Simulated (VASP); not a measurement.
# Re (Fm-3m) in VASP: notebook

The runs below take Re through electric field gradients, density of states, with LDA.

Everything below comes from runs of VASP 6.6.1. Logs are shortened: lines on timing, memory, paths and dates and some standing lists are left out, and cuts for length are marked.

## Step 1: The cell of the first run

Symmetry: Fm-3m, No. 225, cubic system. The conventional cell has a = 3.963 Å, b = 3.963 Å, c = 3.963 Å, α = 90.00°, β = 90.00°, γ = 90.00°. Re (site symmetry m-3m) has 12 Re at 2.80 Å within 3.7 Å.

## Step 2: Electric field gradients, LDA (volume scaled by 1.01)

INCAR reads:

```
SYSTEM = Re
PREC = Accurate
ENCUT = 520
EDIFF = 1E-8
ISMEAR = -1
SIGMA = 0.03
LREAL = .False.
LASPH = .True.
NELM = 100
ALGO = Normal
ISIF = 2
LWAVE = .False.
LCHARG = .False.
LEFG = .True.
NBANDS = 10
```

KPOINTS reads:

```
regular mesh
0
Gamma
  14 14 14
  0 0 0
```

POSCAR reads:

```
Re
1.0
    0.0000000000      1.9815615100      1.9815615100
    1.9815615100      0.0000000000      1.9815615100
    1.9815615100      1.9815615100      0.0000000000
Re
1
Direct
    0.0000000000      0.0000000000      0.0000000000
```

Potentials or basis: VASP PAW LDA potentials, release 64 (Re).

Run with:

```bash
$ cat potpaw_LDA.64/Re/POTCAR > POTCAR
$ mpirun -np 1 vasp_std > vasp.out
```

OUTCAR:

```text
SYSTEM = Re
   PREC = Accurate
   ENCUT = 520
   EDIFF = 1E-8
   ISMEAR = -1
   LREAL = .False.
   LASPH = .True.
   NELM = 100
   ISIF = 2

 ion  position               nearest neighbor table
   1  0.000  0.000  0.000-

  LATTYP: Found a face centered cubic cell.
 ALAT       =     3.9631230200

  Lattice vectors:

 A1 = (   0.0000000000,   1.9815615100,   1.9815615100)
 A2 = (   1.9815615100,   0.0000000000,   1.9815615100)
 A3 = (   1.9815615100,   1.9815615100,   0.0000000000)

Analysis of symmetry for initial positions (statically):
=====================================================================
 Subroutine PRICEL returns:
 Original cell was already a primitive cell.

 Routine SETGRP: Setting up the symmetry group for a
 face centered cubic supercell.

 Subroutine GETGRP returns: Found 48 space group operations
 (whereof 48 operations were pure point group operations)
 out of a pool of 48 trial point group operations.

The static configuration has the point symmetry O_h .

Analysis of symmetry for dynamics (positions and initial velocities):
=====================================================================
 Subroutine PRICEL returns:
 Original cell was already a primitive cell.

 Routine SETGRP: Setting up the symmetry group for a
 face centered cubic supercell.

 Subroutine GETGRP returns: Found 48 space group operations
 (whereof 48 operations were pure point group operations)
 out of a pool of 48 trial point group operations.

The dynamic configuration has the point symmetry O_h .

 Subroutine INISYM returns: Found 48 space group operations
 (whereof 48 operations are pure point group operations),
 and found     1 'primitive' translations

----------------------------------------------------------------------------------------

                                     Primitive cell

  volume of cell :      15.5615

  direct lattice vectors                    reciprocal lattice vectors
     0.000000000  1.981561510  1.981561510    -0.252326258  0.252326258  0.252326258
     1.981561510  0.000000000  1.981561510     0.252326258 -0.252326258  0.252326258
     1.981561510  1.981561510  0.000000000     0.252326258  0.252326258 -0.252326258

  length of vectors
     2.802351162  2.802351162  2.802351162     0.437041898  0.437041898  0.437041898

  position of ions in fractional coordinates (direct lattice)
     0.000000000  0.000000000  0.000000000

[... 119 lines left out ...]
  free energy    TOTEN  =       -13.59205295 eV

  energy without entropy =      -13.58805530  energy(sigma->0) =      -13.59005412

 E-fermi :   7.3865     XC(G=0): -13.5416

 val. band max:        7.3519319368   @ k =  -0.2143   0.2857   0.0714
 cond. band min:       7.4051074439   @ k =  -0.1429   0.1429   0.0000
 fundamental gap:      0.0531755072
 Fermi energy:         7.3864798999

 k-point     1 :       0.0000    0.0000    0.0000
  band No.  band energies     occupation
      1      -2.2546      2.00000
      2       5.6283      2.00000
      3       5.6283      2.00000
      4       5.6283      2.00000
      5       8.5407      0.00000
      6       8.5407      0.00000
      7      21.3359      0.00000
      8      26.6289      0.00000
      9      26.6289      0.00000
     10      26.6289      0.00000
[... 287 lines left out ...]
 k-point    24 :       0.2857    0.1429    0.0000
  band No.  band energies     occupation
      1       0.4667      2.00000
      2       4.0783      2.00000
      3       5.8991      2.00000
      4       6.7811      2.00000
      5       8.1501      0.00000
      6       9.5755      0.00000
      7      22.4933      0.00000
      8      25.5123      0.00000
      9      27.5458      0.00000
     10      28.2216      0.00000

 [... further k-points ...]

------------------------ aborting loop because EDIFF is reached ----------------------------------------

  FORCE on cell =-STRESS in cart. coord.  units (eV):
  Direction    XX          YY          ZZ          XY          YZ          ZX
  --------------------------------------------------------------------------------------
  -------------------------------------------------------------------------------------
  Total       -2.5376325     -2.5376325     -2.5376325     -0.0000000     -0.0000000      0.0000000
  in kB     -261.2682558   -261.2682558   -261.2682558     -0.0000000     -0.0000000      0.0000000
  external PRESSURE =    -261.2682558 kB  Pullay stress =       0.0000000 kB

 VOLUME and BASIS-vectors are now :
 -----------------------------------------------------------------------------
  energy-cutoff  :      520.00
  volume of cell :       15.56
      direct lattice vectors                 reciprocal lattice vectors
     0.000000000  1.981561510  1.981561510    -0.252326258  0.252326258  0.252326258
     1.981561510  0.000000000  1.981561510     0.252326258 -0.252326258  0.252326258
     1.981561510  1.981561510  0.000000000     0.252326258  0.252326258 -0.252326258

 POSITION                                       TOTAL-FORCE (eV/Angst)
 -----------------------------------------------------------------------------------
      0.00000      0.00000      0.00000        -0.000000     -0.000000     -0.000000
 -----------------------------------------------------------------------------------
    total drift:                                0.000000      0.000000     -0.000000

  FREE ENERGIE OF THE ION-ELECTRON SYSTEM (eV)
  ---------------------------------------------------
  free  energy   TOTEN  =       -13.5920529468 eV

  energy  without entropy=      -13.5880552993  energy(sigma->0) =      -13.59005412

 Electric field gradients (V/A^2)
---------------------------------------------------------------------
 ion       V_xx      V_yy      V_zz      V_xy      V_xz      V_yz
---------------------------------------------------------------------
   1      -0.000    -0.000    -0.000     0.000     0.000     0.000
---------------------------------------------------------------------

 Electric field gradients after diagonalization (V/A^2)
 (convention: |V_zz| > |V_xx| > |V_yy|)
----------------------------------------------------------------------
 ion       V_xx      V_yy      V_zz     asymmetry (V_yy - V_xx)/ V_zz
----------------------------------------------------------------------
   1      -0.000    -0.000     0.000       0.000
----------------------------------------------------------------------

           NMR quadrupolar parameters

 Cq : quadrupolar parameter    Cq=e*Q*V_zz/h
 eta: asymmetry parameters     (V_yy - V_xx)/ V_zz
 Q  : nuclear electric quadrupole moment in mb (millibarn)
----------------------------------------------------------------------
 ion       Cq(MHz)       eta       Q (mb)
----------------------------------------------------------------------
   1       0.000       0.000       1.000
----------------------------------------------------------------------
```

stdout:

```text
POSCAR found type information on POSCAR Re
 POSCAR found :  1 types and       1 ions
 scaLAPACK will be used
 LDA part: xc-table for (Slater(with rela. corr.)+CA(PZ))
 , standard interpolation
 POSCAR, INCAR and KPOINTS ok, starting setup
 FFT: planning ... GRIDC
 FFT: planning ... GRID_SOFT
 FFT: planning ... GRID
 WAVECAR not read
 entering main loop
ion   1
```

Wall time 6 s (1 thread of Intel Xeon 6975P-C (Granite Rapids), shared host); peak memory 0.14 GiB.

Results:

* Free energy: -13.5921 eV
* Pressure: -26.1 GPa

Caveat: without QUAD_EFG the Cq values of the log hold for a quadrupole moment of 1 mb, not for the nuclei; spin-orbit coupling is left out, which moves the levels of the heavy elements.

## Step 3: Electric field gradients, LDA (volume scaled by 1.04)

INCAR reads:

```
SYSTEM = Re
PREC     = Accurate       ! precision mode
ENCUT    = 520            ! plane-wave cutoff, eV
EDIFF    = 1E-8           ! SCF threshold, eV
ISMEAR   = -1             ! smearing method
SIGMA    = 0.03           ! smearing width, eV
LREAL    = .False.        ! projectors in reciprocal space
LASPH    = .True.         ! aspherical terms in the spheres
NELM     = 100            ! most SCF steps
ALGO     = Normal         ! electronic algorithm
ISIF     = 2              ! what is computed and relaxed
LWAVE    = .False.        ! write WAVECAR
LCHARG   = .False.        ! write CHGCAR
GGA      = CA             ! functional
LEFG     = .True.       
NBANDS   = 10             ! bands
```

KPOINTS is that of step 2.

POSCAR reads:

```
Re
1.0
    0.0000000000      2.0009898225      2.0009898225
    2.0009898225      0.0000000000      2.0009898225
    2.0009898225      2.0009898225      0.0000000000
Re
1
Direct
    0.0000000000      0.0000000000      0.0000000000
```

Potentials or basis: VASP PAW LDA potentials, release 64 (Re).

Run with:

```bash
$ cat potpaw_LDA.64/Re/POTCAR > POTCAR
$ mpirun -np 1 vasp_std > vasp.out
```

OUTCAR:

```text
SYSTEM = Re
   PREC = Accurate
   ENCUT = 520
   EDIFF = 1E-8
   ISMEAR = -1
   LREAL = .False.
   LASPH = .True.
   NELM = 100
   ISIF = 2
   GGA = CA

 ion  position               nearest neighbor table
   1  0.000  0.000  0.000-

  LATTYP: Found a face centered cubic cell.
 ALAT       =     4.0019796450

  Lattice vectors:

 A1 = (   0.0000000000,   2.0009898225,   2.0009898225)
 A2 = (   2.0009898225,   0.0000000000,   2.0009898225)
 A3 = (   2.0009898225,   2.0009898225,   0.0000000000)

Analysis of symmetry for initial positions (statically):
=====================================================================
 Subroutine PRICEL returns:
 Original cell was already a primitive cell.

 Routine SETGRP: Setting up the symmetry group for a
 face centered cubic supercell.

 Subroutine GETGRP returns: Found 48 space group operations
 (whereof 48 operations were pure point group operations)
 out of a pool of 48 trial point group operations.

The static configuration has the point symmetry O_h .

Analysis of symmetry for dynamics (positions and initial velocities):
=====================================================================
 Subroutine PRICEL returns:
 Original cell was already a primitive cell.

 Routine SETGRP: Setting up the symmetry group for a
 face centered cubic supercell.

 Subroutine GETGRP returns: Found 48 space group operations
 (whereof 48 operations were pure point group operations)
 out of a pool of 48 trial point group operations.

The dynamic configuration has the point symmetry O_h .
[... 156 lines left out ...]
      3       5.3471      2.00000
      4       5.3471      2.00000
      5       8.1289      0.00000
      6       8.1289      0.00000
      7      20.9533      0.00000
      8      26.0818      0.00000
      9      26.0818      0.00000
     10      26.0818      0.00000
[... 287 lines left out ...]
 k-point    24 :       0.2857    0.1429    0.0000
  band No.  band energies     occupation
      1       0.2498      2.00000
      2       3.8582      2.00000
      3       5.6128      2.00000
      4       6.4524      2.00000
      5       7.7619      0.00000
      6       9.1206      0.00000
      7      21.9041      0.00000
      8      24.8579      0.00000
      9      26.7608      0.00000
     10      27.5301      0.00000

 [... further k-points ...]

------------------------ aborting loop because EDIFF is reached ----------------------------------------

  FORCE on cell =-STRESS in cart. coord.  units (eV):
  Direction    XX          YY          ZZ          XY          YZ          ZX
  --------------------------------------------------------------------------------------
  -------------------------------------------------------------------------------------
  Total       -3.3854258     -3.3854258     -3.3854258      0.0000000      0.0000000      0.0000000
  in kB     -338.5004478   -338.5004478   -338.5004478      0.0000000      0.0000000      0.0000000
  external PRESSURE =    -338.5004478 kB  Pullay stress =       0.0000000 kB

 VOLUME and BASIS-vectors are now :
 -----------------------------------------------------------------------------
  energy-cutoff  :      520.00
  volume of cell :       16.02
      direct lattice vectors                 reciprocal lattice vectors
     0.000000000  2.000989822  2.000989822    -0.249876333  0.249876333  0.249876333
     2.000989822  0.000000000  2.000989822     0.249876333 -0.249876333  0.249876333
     2.000989822  2.000989822  0.000000000     0.249876333  0.249876333 -0.249876333

 POSITION                                       TOTAL-FORCE (eV/Angst)
 -----------------------------------------------------------------------------------
      0.00000      0.00000      0.00000         0.000000      0.000000     -0.000000
 -----------------------------------------------------------------------------------
    total drift:                               -0.000000      0.000000     -0.000000

  FREE ENERGIE OF THE ION-ELECTRON SYSTEM (eV)
  ---------------------------------------------------
  free  energy   TOTEN  =       -13.5056101834 eV

  energy  without entropy=      -13.5012924105  energy(sigma->0) =      -13.50345130

 Electric field gradients (V/A^2)
---------------------------------------------------------------------
 ion       V_xx      V_yy      V_zz      V_xy      V_xz      V_yz
---------------------------------------------------------------------
   1       0.000    -0.000     0.000     0.000     0.000     0.000
---------------------------------------------------------------------

 Electric field gradients after diagonalization (V/A^2)
 (convention: |V_zz| > |V_xx| > |V_yy|)
----------------------------------------------------------------------
 ion       V_xx      V_yy      V_zz     asymmetry (V_yy - V_xx)/ V_zz
----------------------------------------------------------------------
   1      -0.000    -0.000     0.000       0.000
----------------------------------------------------------------------

           NMR quadrupolar parameters

 Cq : quadrupolar parameter    Cq=e*Q*V_zz/h
 eta: asymmetry parameters     (V_yy - V_xx)/ V_zz
 Q  : nuclear electric quadrupole moment in mb (millibarn)
----------------------------------------------------------------------
 ion       Cq(MHz)       eta       Q (mb)
----------------------------------------------------------------------
   1       0.000       0.000       1.000
----------------------------------------------------------------------
```

OSZICAR:

```text
N       E                     dE             d eps       ncg     rms          rms(c)
DAV:   1     0.103611387701E+02    0.10361E+02   -0.32892E+03  2808   0.625E+02
DAV:   2    -0.133623314491E+02   -0.23723E+02   -0.20817E+02  2704   0.134E+02
DAV:   3    -0.143313396689E+02   -0.96901E+00   -0.93437E+00  3338   0.371E+01
DAV:   4    -0.143343642090E+02   -0.30245E-02   -0.30231E-02  3286   0.123E+00
DAV:   5    -0.143343666242E+02   -0.24151E-05   -0.24143E-05  2884   0.330E-02    0.257E+01
DAV:   6    -0.136878784950E+02    0.64649E+00   -0.67344E-01  3314   0.123E+01    0.954E+00
DAV:   7    -0.135111411641E+02    0.17674E+00   -0.39056E-01  3310   0.888E+00    0.642E-01
DAV:   8    -0.135062128664E+02    0.49283E-02   -0.21325E-03  2762   0.305E-01    0.191E-01
DAV:   9    -0.135056094198E+02    0.60345E-03   -0.34809E-04  2902   0.108E-01    0.196E-02
DAV:  10    -0.135056102086E+02   -0.78884E-06   -0.13194E-05  2820   0.252E-02    0.931E-03
DAV:  11    -0.135056102568E+02   -0.48179E-07   -0.24726E-07  2724   0.690E-03    0.109E-03
DAV:  12    -0.135056101846E+02    0.72207E-07   -0.71758E-08  2484   0.292E-03    0.815E-04
DAV:  13    -0.135056101834E+02    0.11473E-08   -0.10512E-09  1406   0.255E-04
   1 F= -.13505610E+02 E0= -.13503451E+02  d E =-.431777E-02
```

Run time: 6.1 s. Hardware: 1 thread of Intel Xeon 6975P-C (Granite Rapids), shared host; peak memory 0.14 GiB.

What came out:

```yaml
Free_energy: -13.5056 eV
Pressure: -33.9 GPa
```

Caveat: without QUAD_EFG the Cq values of the log hold for a quadrupole moment of 1 mb, not for the nuclei; spin-orbit coupling is left out, which moves the levels of the heavy elements.

(Continued in part 2 of 2.)
